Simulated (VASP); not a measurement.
A run of VASP 6.6.1 is set up as follows.

The input POSCAR:

```
MgO
1.0
    0.0000000000      2.0738012913      2.0738012913
    2.0738012913      0.0000000000      2.0738012913
    2.0738012913      2.0738012913      0.0000000000
Mg O
1 1
Direct
    0.0000000000      0.0000000000      0.0000000000
    0.5000000000      0.5000000000      0.5000000000
```

Contents of INCAR.step1:

```
SYSTEM = MgO
  PREC = Accurate
  ENCUT = 660
  ISMEAR = 0
  SIGMA = 0.05
  LREAL = .False.
  LASPH = .True.
  NELM = 120
  NBANDS = 15
  GGA = PE
  ALGO = Normal
  EDIFF = 1E-5
  LWAVE = .True.
  LCHARG = .False.
  GGA_COMPAT = .False.
```

Contents of INCAR.step2:

```
SYSTEM = MgO
  PREC = Accurate
  ENCUT = 660
  EDIFF = 1E-6
  ISMEAR = 0
  SIGMA = 0.05
  LREAL = .False.
  LASPH = .True.
  NELM = 120
  ALGO = Normal
  ISIF = 2
  LWAVE = .False.
  LCHARG = .False.
  METAGGA = R2SCAN
  LMIXTAU = .True.
  NBANDS = 15
  ISTART = 1
  GGA_COMPAT = .False.
```

The input KPOINTS:

```
regular mesh
0
Gamma
  8 8 8
  0 0 0
```

Potentials or basis: VASP PAW PBE potentials, release 64 (Mg_sv, O).

Run with:

```console
$ cat potpaw_PBE.64/Mg_sv/POTCAR potpaw_PBE.64/O/POTCAR > POTCAR
$ cp INCAR.step1 INCAR
$ mpirun -np 1 vasp_std > vasp.out
$ cp INCAR.step2 INCAR
$ mpirun -np 1 vasp_std > vasp.out
```

Q: Predict the pressure.

A: 6.9 GPa.

Q: What does it give for the band gap on the k mesh?

A: 6.14 eV, direct.

Caveat: the PAW data sets were made with another functional, which shifts forces and pressure a little.
